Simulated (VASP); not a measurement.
Set up this calculation in VASP 6.6.1, as the native input.

| Quantity | Value |
| --- | --- |
| Task | single point |
| Functional | PBE |
| Potentials or basis | VASP PAW PBE potentials, release 64 (Li_sv, Si, N) |
| Cutoff | 520 eV |
| k mesh | 12 × 12 × 8 |
| Occupations | gaussian, width 0.1 eV |
| Spin | no spin polarisation |
| Dipole correction | no |
| Further INCAR settings | ALGO = Fast; EDIFF = 1e-07; NBANDS = 22 |

The structure of LiSi3N2 lies in POSCAR:

```
LiSi3N2
1.0
    4.4301594567      0.0000000000      0.0000000000
   -2.2150797284      3.8366306323      0.0000000000
    0.0000000000      0.0000000000      4.8793918542
Li Si N
1 3 2
Direct
    0.3333333333      0.6666666667      0.5000000000
    0.0000000000      0.0000000000      0.7581746592
    0.0000000000      0.0000000000      0.2418253408
    0.6666666667      0.3333333333      0.0000000000
    0.3333333333      0.6666666667      0.1233877729
    0.3333333333      0.6666666667      0.8766122271
```

The cell was generated, and may not be a known phase.

The input as run:

INCAR

```
SYSTEM = LiSi3N2
PREC = Accurate ; ENCUT = 520
EDIFF = 1E-7 ; ISMEAR = 0
SIGMA = 0.1 ; LREAL = .False.
LASPH = .True. ; NELM = 60
ALGO = Fast ; ISIF = 2
LWAVE = .False. ; LCHARG = .False.
GGA = PE ; NBANDS = 22
```

KPOINTS

```
regular mesh
0
Gamma
  12 12 8
  0 0 0
```

Potentials or basis: VASP PAW PBE potentials, release 64 (Li_sv, Si, N).

The run is started by

```bash
$ cat potpaw_PBE.64/Li_sv/POTCAR potpaw_PBE.64/Si/POTCAR potpaw_PBE.64/N/POTCAR > POTCAR
$ mpirun -np 1 vasp_std > vasp.out
```

It gave:

The largest force is 0.362 eV/Å. The band gap on the k mesh is zero (an odd number of electrons rules out a gap without spin polarisation).

Caveat: the standard files for N, O and F lose accuracy on very short bonds; an odd number of electrons without spin polarisation forces a metal; a magnetic or distorted state may lie lower.

It took 9.5 min on 1 thread of Oxide Virtual Turin-like Processor (shared host), peak memory 0.26 GiB.
